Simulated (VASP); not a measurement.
# PbF2 (I4/mmm) in VASP: notebook

Runs on PbF2. Level: r2SCAN. Tasks: single point.

Program: VASP 6.6.1. These are calculated values, not measurements. Logs are shortened: lines on timing, memory, paths and dates and some standing lists are left out, and cuts for length are marked.

## Step 1: The cell of the first run

The structure is tetragonal, space group I4/mmm (No. 139). Conventional cell: a = 4.200 Å, b = 4.200 Å, c = 5.762 Å, α = 90.00°, β = 90.00°, γ = 90.00°. Within 3.4 Å of Pb (site symmetry 4/mmm) lie 8 F at 2.55 Å. Within 3.4 Å of F (site symmetry -4m2) lie 4 Pb at 2.55 Å and 6 F at 2.88 to 2.97 Å.

## Step 2: Single point, r2SCAN (strain +0.000 along x and y, -0.030 along z)

POSCAR

```
PbF2
1.0
    0.0000000000      2.9698500000      2.8807545000
    2.9698500000      0.0000000000      2.8807545000
    2.9698500000      2.9698500000      0.0000000000
Pb F
1 2
Direct
    0.0000000000      0.0000000000      0.0000000000
    0.2500000000      0.2500000000      0.2500000000
    0.7500000000      0.7500000000      0.7500000000
```

INCAR.step1

```
SYSTEM = PbF2
PREC = Accurate
ENCUT = 520
ISMEAR = 0
SIGMA = 0.05
LREAL = .FALSE.
LASPH = .TRUE.
NELM = 80
NBANDS = 21
GGA = PE
ALGO = Normal
EDIFF = 1E-4
LWAVE = .TRUE.
LCHARG = .FALSE.
```

INCAR.step2

```
SYSTEM = PbF2
PREC = Accurate
ENCUT = 520
EDIFF = 1E-6
ISMEAR = 0
SIGMA = 0.05
LREAL = .FALSE.
LASPH = .TRUE.
NELM = 80
ALGO = Normal
ISIF = 2
LWAVE = .FALSE.
LCHARG = .TRUE.
METAGGA = R2SCAN
LMIXTAU = .TRUE.
LELF = .TRUE.
LVHAR = .TRUE.
NBANDS = 21
ISTART = 1
```

KPOINTS

```
Automatic mesh
0
G
  8 8 8
  0 0 0
```

Potentials or basis: VASP PAW PBE potentials, release 64 (Pb_d, F).

On the command line:

```
$ cat potpaw_PBE.64/Pb_d/POTCAR potpaw_PBE.64/F/POTCAR > POTCAR
$ cp INCAR.step1 INCAR
$ mpirun -np 1 vasp_std > vasp.out
$ cp INCAR.step2 INCAR
$ mpirun -np 1 vasp_std > vasp.out
```

OUTCAR:

```text
SYSTEM = PbF2
   PREC = Accurate
   ENCUT = 520
   EDIFF = 1E-6
   ISMEAR = 0
   LREAL = .FALSE.
   LASPH = .TRUE.
   NELM = 80
   ISIF = 2
   METAGGA = R2SCAN
   ISTART = 1

 ion  position               nearest neighbor table
   1  0.000  0.000  0.000-   3 2.55   3 2.55   3 2.55   2 2.55   2 2.55   2 2.55   3 2.55   2 2.55

   2  0.250  0.250  0.250-   1 2.55   1 2.55   1 2.55   1 2.55
   3  0.750  0.750  0.750-   1 2.55   1 2.55   1 2.55   1 2.55

  LATTYP: Found a body centered tetragonal cell.
 ALAT       =     4.2000021482
 C/A-ratio  =     1.3717871555

  Lattice vectors:

 A1 = (   0.0000000000,  -2.9698500000,  -2.8807545000)
 A2 = (   0.0000000000,   2.9698500000,  -2.8807545000)
 A3 = (   2.9698500000,   0.0000000000,   2.8807545000)

Analysis of symmetry for initial positions (statically):
=====================================================================
 Subroutine PRICEL returns:
 Original cell was already a primitive cell.

 Routine SETGRP: Setting up the symmetry group for a
 body centered tetragonal supercell.

 Subroutine GETGRP returns: Found 16 space group operations
 (whereof 16 operations were pure point group operations)
 out of a pool of 16 trial point group operations.

The static configuration has the point symmetry D_4h.

Analysis of symmetry for dynamics (positions and initial velocities):
=====================================================================
 Subroutine PRICEL returns:
 Original cell was already a primitive cell.

 Routine SETGRP: Setting up the symmetry group for a
 body centered tetragonal supercell.

 Subroutine GETGRP returns: Found 16 space group operations
 (whereof 16 operations were pure point group operations)
 out of a pool of 16 trial point group operations.

The dynamic configuration has the point symmetry D_4h.

 Subroutine INISYM returns: Found 16 space group operations
 (whereof 16 operations are pure point group operations),
 and found     1 'primitive' translations

----------------------------------------------------------------------------------------

                                     Primitive cell

  volume of cell :      50.8166

  direct lattice vectors                    reciprocal lattice vectors
     0.000000000  2.969850000  2.880754500    -0.168358671  0.168358671  0.173565641
     2.969850000  0.000000000  2.880754500     0.168358671 -0.168358671  0.173565641
     2.969850000  2.969850000  0.000000000     0.168358671  0.168358671 -0.173565641

  length of vectors
     4.137481784  4.137481784  4.200002148     0.294642692  0.294642692  0.294642692

  position of ions in fractional coordinates (direct lattice)
     0.000000000  0.000000000  0.000000000
     0.250000000  0.250000000  0.250000000
     0.750000000  0.750000000  0.750000000

  ion indices of the primitive-cell ions
   primitive index   ion index
                 1           1
                 2           2
                 3           3

----------------------------------------------------------------------------------------

 KPOINTS: Automatic mesh

Automatic generation of k-mesh.
 Grid dimensions read from file:
 generate k-points for:    8    8    8

 Generating k-lattice:

  Cartesian coordinates                     Fractional coordinates (reciprocal lattice)
    -0.021044834  0.021044834  0.021695705     0.125000000  0.000000000  0.000000000
     0.021044834 -0.021044834  0.021695705     0.000000000  0.125000000  0.000000000
     0.021044834  0.021044834 -0.021695705     0.000000000  0.000000000  0.125000000

  Length of vectors
     0.036830337  0.036830337  0.036830337

  Shift w.r.t. Gamma in fractional coordinates (k-lattice)
     0.000000000  0.000000000  0.000000000

 Subroutine IBZKPT returns following result:
 ===========================================

 Found     59 irreducible k-points:

 Following reciprocal coordinates:
            Coordinates               Weight
  0.000000  0.000000  0.000000      1.000000
  0.125000  0.000000  0.000000      8.000000
  0.250000  0.000000  0.000000      8.000000
  0.375000  0.000000  0.000000      8.000000
  0.500000  0.000000  0.000000      4.000000
  0.125000  0.125000  0.000000      2.000000
[... 16 lines left out ...]
  0.250000  0.000000  0.125000     16.000000
  0.375000  0.000000  0.125000     16.000000
 [... further k-points ...]
   k-points           NKPTS =     59   k-points in BZ     NKDIM =     59   number of bands    NBANDS=     21
   number of dos      NEDOS =    301   number of ions     NIONS =      3
   total plane-waves  NPLWV =  32768
   dimension x,y,z NGX =    32 NGY =   32 NGZ =   32
   dimension x,y,z NGXF=    64 NGYF=   64 NGZF=   64
   ions per type =               1   2
   NGX,Y,Z   is equivalent  to a cutoff of  12.86, 12.86, 12.67 a.u.
   NGXF,Y,Z  is equivalent  to a cutoff of  25.72, 25.72, 25.33 a.u.
 SYSTEM =  PbF2
   PREC   = accura    normal or accurate (medium, high low for compatibility)
   ISTART =      1    job   : 0-new  1-cont  2-samecut
   ICHARG =      0    charge: 1-file 2-atom 10-const
   ISPIN  =      1    spin polarized calculation?
   LNONCOLLINEAR =      F non collinear calculations
   LSORBIT =      F    spin-orbit coupling
   LASPH  =      T    aspherical Exc in radial PAW
   ENCUT  =  520.0 eV  38.22 Ry    6.18 a.u.   7.69  7.69  7.81*2*pi/ulx,y,z
   NELM   =     80;   NELMIN=  2; NELMDL=  0     # of ELM steps
   EDIFF  = 0.1E-05   stopping-criterion for ELM
   LREAL  =      F    real-space projection
   EDIFFG = 0.1E-04   stopping-criterion for IOM
   NSW    =      0    number of steps for IOM
   IBRION =     -1    ionic relax: 0-MD 1-quasi-New 2-CG
   NFREE  =      0    steps in history (QN), initial steepest desc. (CG)
   ISIF   =      2    stress and relaxation
   ISYM   =      2    0-nonsym 1-usesym 2-fastsym
   POTIM  = 0.5000    time-step for ionic-motion
   TEBEG  =    0.0;   TEEND  =   0.0 temperature during run
   PSTRESS=    0.0 pullay stress
   NELECT =      28.0000    total number of electrons
   NUPDOWN=      -1.0000    fix difference up-down
   EMIN   =  10.00;   EMAX   =-10.00  energy-range for DOS
   EFERMI =   0.00;   METHOD = LEGACY
   ISMEAR =     0;   SIGMA  =   0.05  broadening in eV -4-tet -1-fermi 0-gaus
   EFERMI_NEDOS =   21; number of points for ismear=-14 and -15
   IALGO  =     38    algorithm
   IMIX   =      4    mixing-type and parameters
     AMIX     =   0.40;   BMIX     =  1.00
     AMIX_MAG =   1.60;   BMIX_MAG =  1.00
  volume/ion in A,a.u.               =      16.94       114.31
  Fermi-wavevector in a.u.,A,eV,Ry     =   1.342123  2.536245 24.508106  1.801295
  Thomas-Fermi vector in A             =   2.470302
   LORBIT       =      0    0 simple, 1 ext, 2 COOP (PROOUT), +10 PAW based schemes
   METAGGA = R2SCAN    functional components
   LHFCALC =     F    Hartree Fock is set to
   AEXX    =    0.0000 exact exchange contribution
   IVDW    =     0    specifies the selected vdW correction
   LEPSILON=     F    determine dielectric tensor
   LRPA    =     F    only Hartree local field effects (RPA)
 non-spin polarized calculation
 Gauss-broadening in eV      SIGMA  =   0.05
  energy-cutoff  :      520.00
  volume of cell :       50.82
 maximum number of plane-waves:      1387
   NGX = 15   NGY = 15   NGZ = 15

 number of electron      27.9999995 magnetization

 Free energy of the ion-electron system (eV)
  ---------------------------------------------------
  ext. energy  EPLUGINS =         0.00000000
  ---------------------------------------------------
  free energy    TOTEN  =       -70.14933222 eV

  energy without entropy =      -70.14933222  energy(sigma->0) =      -70.14933222

 E-fermi :   2.1641     XC(G=0): -10.1416

 val. band max:        1.8867099471   @ k =  -0.2500   0.2500   0.5000
 cond. band min:       6.6797956184   @ k =   0.5000   0.5000   0.0000
 fundamental gap:      4.7930856713
 Fermi energy:         2.1640795365

 k-point     1 :       0.0000    0.0000    0.0000
  band No.  band energies     occupation
      1     -20.7740      2.00000
      2     -20.1403      2.00000
      3     -13.0938      2.00000
      4     -13.0938      2.00000
      5     -13.0724      2.00000
      6     -13.0300      2.00000
[... 13 lines left out ...]
     20      18.1262      0.00000
     21      19.9413      0.00000

 k-point     2 :       0.1250    0.0000    0.0000
  band No.  band energies     occupation
      1     -20.7434      2.00000
      2     -20.1678      2.00000
      3     -13.0867      2.00000
      4     -13.0768      2.00000
      5     -13.0490      2.00000
      6     -13.0303      2.00000
[... 13 lines left out ...]
     20      17.5882      0.00000
     21      19.4759      0.00000

 k-point     3 :       0.2500    0.0000    0.0000
  band No.  band energies     occupation
      1     -20.6631      2.00000
      2     -20.2393      2.00000
      3     -13.0753      2.00000
      4     -13.0651      2.00000
      5     -13.0237      2.00000
      6     -13.0147      2.00000
[... 13 lines left out ...]
     20      16.8836      0.00000
     21      18.2379      0.00000

 k-point     4 :       0.3750    0.0000    0.0000
  band No.  band energies     occupation
      1     -20.5591      2.00000
      2     -20.3328      2.00000
      3     -13.0726      2.00000
      4     -13.0662      2.00000
      5     -13.0065      2.00000
      6     -12.9990      2.00000
[... 13 lines left out ...]
     20      16.4611      0.00000
     21      17.2485      0.00000

 k-point     5 :       0.5000    0.0000    0.0000
  band No.  band energies     occupation
      1     -20.4779      2.00000
      2     -20.4088      2.00000
      3     -13.0732      2.00000
      4     -13.0682      2.00000
      5     -12.9979      2.00000
      6     -12.9906      2.00000
[... 13 lines left out ...]
     20      16.3281      0.00000
     21      16.8885      0.00000
[... 382 lines left out ...]
     20      19.2663      0.00000
     21      19.7616      0.00000

 k-point    22 :       0.1250    0.0000    0.1250
  band No.  band energies     occupation
      1     -20.7355      2.00000
      2     -20.1738      2.00000
      3     -13.0789      2.00000
      4     -13.0602      2.00000
      5     -13.0567      2.00000
      6     -13.0314      2.00000
[... 13 lines left out ...]
     20      18.1173      0.00000
     21      19.7051      0.00000

 k-point    23 :       0.2500    0.0000    0.1250
  band No.  band energies     occupation
      1     -20.6758      2.00000
      2     -20.2262      2.00000
      3     -13.0650      2.00000
      4     -13.0531      2.00000
      5     -13.0309      2.00000
      6     -13.0165      2.00000
[... 13 lines left out ...]
     20      17.7182      0.00000
     21      19.1994      0.00000

 k-point    24 :       0.3750    0.0000    0.1250
  band No.  band energies     occupation
      1     -20.5847      2.00000
      2     -20.3067      2.00000
      3     -13.0594      2.00000
      4     -13.0550      2.00000
      5     -13.0124      2.00000
      6     -13.0021      2.00000
[... 13 lines left out ...]
     20      17.2651      0.00000
     21      18.2778      0.00000

 [... further k-points ...]
[... 5 lines left out ...]
  --------------------------------------------------------------------------------------
  -------------------------------------------------------------------------------------
  Total        0.3433031      0.3433031      0.8530085      0.0000000     -0.0000000      0.0000000
  in kB       10.8238816     10.8238816     26.8942028      0.0000000     -0.0000000      0.0000000
  external PRESSURE =      16.1806553 kB  Pullay stress =       0.0000000 kB

 VOLUME and BASIS-vectors are now :
 -----------------------------------------------------------------------------
  energy-cutoff  :      520.00
  volume of cell :       50.82
      direct lattice vectors                 reciprocal lattice vectors
     0.000000000  2.969850000  2.880754500    -0.168358671  0.168358671  0.173565641
     2.969850000  0.000000000  2.880754500     0.168358671 -0.168358671  0.173565641
     2.969850000  2.969850000  0.000000000     0.168358671  0.168358671 -0.173565641

 POSITION                                       TOTAL-FORCE (eV/Angst)
 -----------------------------------------------------------------------------------
      0.00000      0.00000      0.00000         0.000000     -0.000000      0.000000
      1.48493      1.48493      1.44038         0.000000     -0.000000      0.000000
      4.45477      4.45477      4.32113        -0.000000      0.000000     -0.000000
 -----------------------------------------------------------------------------------
    total drift:                                0.000000     -0.000000      0.000000

  FREE ENERGIE OF THE ION-ELECTRON SYSTEM (eV)
  ---------------------------------------------------
  free  energy   TOTEN  =       -70.1493322235 eV

  energy  without entropy=      -70.1493322235  energy(sigma->0) =      -70.14933222
```

It took 91 s on 1 thread of Intel Xeon 6975P-C (Granite Rapids), shared host; peak memory 0.21 GiB.

Results:

```
Free energy            : -70.1493 eV
Pressure               : 1.6 GPa
Band gap on the k mesh : 4.79 eV, indirect (least direct gap 5.04 eV)
```

Caveat: the cell differs from its parent crystal (strain +0.000 along x and y, -0.030 along z); the PAW data sets were made with another functional, which shifts forces and pressure a little; spin-orbit coupling is left out, which moves the levels of the heavy elements. A k mesh can miss the band edges.

## Step 3: Single point, r2SCAN (strain +0.015 along x and y, -0.030 along z)

POSCAR

```
PbF2
1.0
    0.0000000000      3.0143977500      2.8807545000
    3.0143977500      0.0000000000      2.8807545000
    3.0143977500      3.0143977500      0.0000000000
Pb F
1 2
Direct
    0.0000000000      0.0000000000      0.0000000000
    0.2500000000      0.2500000000      0.2500000000
    0.7500000000      0.7500000000      0.7500000000
```

INCAR.step1

```
  PREC = Accurate
  ENCUT = 520
  ISMEAR = 0
  SIGMA = 0.05
  LREAL = F
  LASPH = T
  NELM = 60
  NBANDS = 21
  GGA = PE
  ALGO = Normal
  EDIFF = 1E-4
  LWAVE = T
  LCHARG = F
```

INCAR.step2

```
  PREC = Accurate
  ENCUT = 520
  EDIFF = 1E-7
  ISMEAR = 0
  SIGMA = 0.05
  LREAL = F
  LASPH = T
  NELM = 60
  ALGO = Normal
  ISIF = 2
  LWAVE = F
  LCHARG = F
  METAGGA = R2SCAN
  LMIXTAU = T
  NBANDS = 21
  ISTART = 1
```

KPOINTS

```
Automatic mesh
0
Gamma
  8 8 8
```

Potentials or basis: VASP PAW PBE potentials, release 64 (Pb_d, F).

On the command line:

```
$ cat potpaw_PBE.64/Pb_d/POTCAR potpaw_PBE.64/F/POTCAR > POTCAR
$ cp INCAR.step1 INCAR
$ mpirun -np 1 vasp_std > vasp.out
$ cp INCAR.step2 INCAR
$ mpirun -np 1 vasp_std > vasp.out
```

Run time: 4.2 min. Hardware: 1 thread of Intel Xeon Platinum 8259CL at 2.50GHz (Skylake/Cascade Lake), shared host; peak memory 0.21 GiB.

The run converged. Its results:

```
Free energy            : -70.1493 eV
Pressure               : -0.8 GPa
Band gap on the k mesh : 4.75 eV, indirect (least direct gap 5.03 eV)
```

Stress tensor (GPa, compression positive):
```
-1.63  0.00  0.00
 0.00 -1.63  0.00
 0.00  0.00  0.83
```

Levels at points of the mesh, in eV from the valence-band top:
```
           k point  band 12  band 13  band 14  band 15  band 16  band 17
(0.00, 0.00, 0.00)    -2.28    -2.28    -1.97     7.06     7.29     7.29
(0.50, 0.00, 0.00)    -2.39    -2.33    -0.15     5.27     8.09     8.17
(0.50, 0.50, 0.00)    -1.82    -1.63    -0.41     4.75     8.30     8.30
(0.50, 0.00, 0.50)    -1.83    -1.63    -0.16     4.87     8.17     8.52
```

Caveat: the cell differs from its parent crystal (strain +0.015 along x and y, -0.030 along z); the PAW data sets were made with another functional, which shifts forces and pressure a little; spin-orbit coupling is left out, which moves the levels of the heavy elements.
